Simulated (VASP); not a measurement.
Wanted: the native input for a VASP 6.6.1 run.

```yaml
Task: single point
Functional: r2SCAN
Potentials_or_basis: VASP PAW PBE potentials, release 64 (W_sv)
Cutoff: 520 eV
k_mesh: 15 × 15 × 15
Occupations: fermi-dirac, width 0.1 eV
Spin: no spin polarisation
Dipole_correction: no
Further_INCAR_settings: ALGO = Normal; EDIFF = 1e-07; NBANDS = 13
```

W:

```
W
1.0
     0.00000    1.95399    1.95399
     1.95399    0.00000    1.95399
     1.95399    1.95399    0.00000
W
1
Direct
  0.00000 0.00000 0.00000
```

This isn't the form of W at room conditions, which is bcc.

These files were run (other wordings do the same):

POSCAR

```
W
1.0
    0.0000000000      1.9539937557      1.9539937557
    1.9539937557      0.0000000000      1.9539937557
    1.9539937557      1.9539937557      0.0000000000
W
1
Direct
    0.0000000000      0.0000000000      0.0000000000
```

INCAR.step1

```
SYSTEM = W
PREC = Accurate
ENCUT = 520
ISMEAR = -1
SIGMA = 0.1
LREAL = .False.
LASPH = .True.
NELM = 80
NBANDS = 13
GGA = PE
ALGO = Normal
EDIFF = 1E-4
LWAVE = .True.
LCHARG = .False.
```

INCAR.step2

```
SYSTEM = W
PREC = Accurate
ENCUT = 520
EDIFF = 1E-7
ISMEAR = -1
SIGMA = 0.1
LREAL = .False.
LASPH = .True.
NELM = 80
ALGO = Normal
ISIF = 2
LWAVE = .False.
LCHARG = .False.
METAGGA = R2SCAN
LMIXTAU = .True.
NBANDS = 13
ISTART = 1
```

KPOINTS

```
regular mesh
0
Gamma
  15 15 15
  0 0 0
```

Potentials or basis: VASP PAW PBE potentials, release 64 (W_sv).

Run with:

```bash
$ cat potpaw_PBE.64/W_sv/POTCAR > POTCAR
$ cp INCAR.step1 INCAR
$ mpirun -np 1 vasp_std > vasp.out
$ cp INCAR.step2 INCAR
$ mpirun -np 1 vasp_std > vasp.out
```

Results of the run:

```json
{"Pressure": "30.6 GPa", "Band gap on the k mesh": "zero (bands 7 and 8 overlap by 4.14 eV)"}
```

Caveat: the cell stands under pressure; the PAW data sets were made with another functional, which shifts forces and pressure a little; spin-orbit coupling is left out, which moves the levels of the heavy elements.

Run time: 32 s on 1 thread of Intel(R) Xeon(R) 6975P-C (Granite Rapids) (shared host), peak memory 0.15 GiB.
